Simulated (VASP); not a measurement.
Here is a VASP 6.6.1 calculation.

File POSCAR:

```
KBr
1.0
    0.0000000000      3.3000000000      3.3000000000
    3.3000000000      0.0000000000      3.3000000000
    3.3000000000      3.3000000000      0.0000000000
Br K
1 1
Direct
    0.5000000000      0.5000000000      0.5000000000
    0.0000000000      0.0000000000      0.0000000000
```

The input INCAR.step1:

```
SYSTEM = KBr
PREC = Accurate
ENCUT = 520
EDIFF = 1E-5
ISMEAR = -1
SIGMA = 0.05
LREAL = .FALSE.
LASPH = .TRUE.
NELM = 60
ALGO = Normal
ISIF = 2
LWAVE = .TRUE.
LCHARG = .FALSE.
GGA = PE
NBANDS = 15
```

File INCAR.step2:

```
SYSTEM = KBr
PREC = Accurate
ENCUT = 520
EDIFF = 1E-6
ISMEAR = -1
SIGMA = 0.05
LREAL = .FALSE.
LASPH = .TRUE.
NELM = 60
ALGO = Normal
ISIF = 2
LWAVE = .FALSE.
LCHARG = .FALSE.
GGA = PE
LHFCALC = .TRUE.
AEXX = 0.2
HFSCREEN = 0.2
PRECFOCK = Normal
ISTART = 1
NBANDS = 15
```

KPOINTS

```
regular mesh
0
G
  4 4 4
  0 0 0
```

Potentials or basis: VASP PAW PBE potentials, release 64 (Br, K_sv).

Run with:

```bash
$ cat potpaw_PBE.64/Br/POTCAR potpaw_PBE.64/K_sv/POTCAR > POTCAR
$ cp INCAR.step1 INCAR
$ mpirun -np 1 vasp_std > vasp.out
$ cp INCAR.step2 INCAR
$ mpirun -np 1 vasp_std > vasp.out
```

Question: Predict the band gap on the k mesh.

Answer: 5.38 eV.

Question: What does it give for the pressure?

Answer: 0.5 GPa.

Caveat: the PAW data sets were made with another functional, which shifts forces and pressure a little.
